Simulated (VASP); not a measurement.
Wanted: the native input for a VASP 6.6.1 run.

```
Task                   : single point
Functional             : PBE
Potentials or basis    : VASP PAW PBE potentials, release 64 (K_sv, Cu, C)
Cutoff                 : 520 eV
k mesh                 : 8 × 8 × 8
Occupations            : gaussian, width 0.02 eV
Spin                   : no spin polarisation
Dipole correction      : no
Further INCAR settings : ALGO = Normal; EDIFF = 1e-07; NBANDS = 31
```

The structure of KCu3C lies in POSCAR:

```
KCu3C
1.0
    4.1576297262      0.0000000000      0.0000000000
    0.0000000000      4.1576297262      0.0000000000
    0.0000000000      0.0000000000      4.1576297262
K Cu C
1 3 1
Direct
    0.0000000000      0.0000000000      0.0000000000
    0.5000000000      0.0000000000      0.5000000000
    0.0000000000      0.5000000000      0.5000000000
    0.5000000000      0.5000000000      0.0000000000
    0.5000000000      0.5000000000      0.5000000000
```

The cell was generated, and may not be a known phase.

One way to write it, as run:

INCAR

```
PREC = Accurate ; ENCUT = 520
EDIFF = 1E-7 ; ISMEAR = 0
SIGMA = 0.02 ; LREAL = F
LASPH = T ; NELM = 100
ALGO = Normal ; ISIF = 2
LWAVE = F ; LCHARG = F
GGA = PE ; NBANDS = 31
```

KPOINTS

```
regular mesh
0
Gamma
  8 8 8
```

Potentials or basis: VASP PAW PBE potentials, release 64 (K_sv, Cu, C).

Run with:

```sh
$ cat potpaw_PBE.64/K_sv/POTCAR potpaw_PBE.64/Cu/POTCAR potpaw_PBE.64/C/POTCAR > POTCAR
$ mpirun -np 1 vasp_std > vasp.out
```

Results of the run:

| Quantity | Value |
| --- | --- |
| Pressure | 0.4 GPa |
| Band gap on the k mesh | zero (bands 23 and 24 overlap by 0.07 eV) |

Run time: 36 s on 1 thread of Intel(R) Xeon(R) 6975P-C (Granite Rapids), on a shared host, peak memory 0.22 GiB.
